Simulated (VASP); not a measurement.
AlN, 8 atoms in the cell. The typed cell holds 8 atoms: a = 3.089 Å, b = 3.089 Å, c = 10.190 Å, α = 88.55°, β = 89.28°, γ = 60.00°.  This cell differs from its parent crystal: the part above a cut slid along it.

```yaml
Program: VASP 6.6.1
Task: single point
Functional: LDA
Potentials_or_basis: VASP PAW LDA potentials, release 64 (Al, N)
Cutoff: 520 eV
k_mesh: 8 × 8 × 3
Occupations: gaussian, width 0.05 eV
Spin: no spin polarisation
Dipole_correction: no
Further_INCAR_settings: ALGO = Normal; EDIFF = 1e-06; NBANDS = 26
```

Potentials or basis: VASP PAW LDA potentials, release 64 (Al, N).

Run with:

```console
$ cat potpaw_LDA.64/Al/POTCAR potpaw_LDA.64/N/POTCAR > POTCAR
$ mpirun -np 1 vasp_std > vasp.out
```

Hardware: 1 thread of Intel(R) Xeon(R) 6975P-C (Granite Rapids), on a shared host.

Estimate the wall time of this run.

Run time: 63 s on 1 thread of Intel(R) Xeon(R) 6975P-C (Granite Rapids), on a shared host, peak memory 0.27 GiB. Counts: scf iterations 13, k points 98.
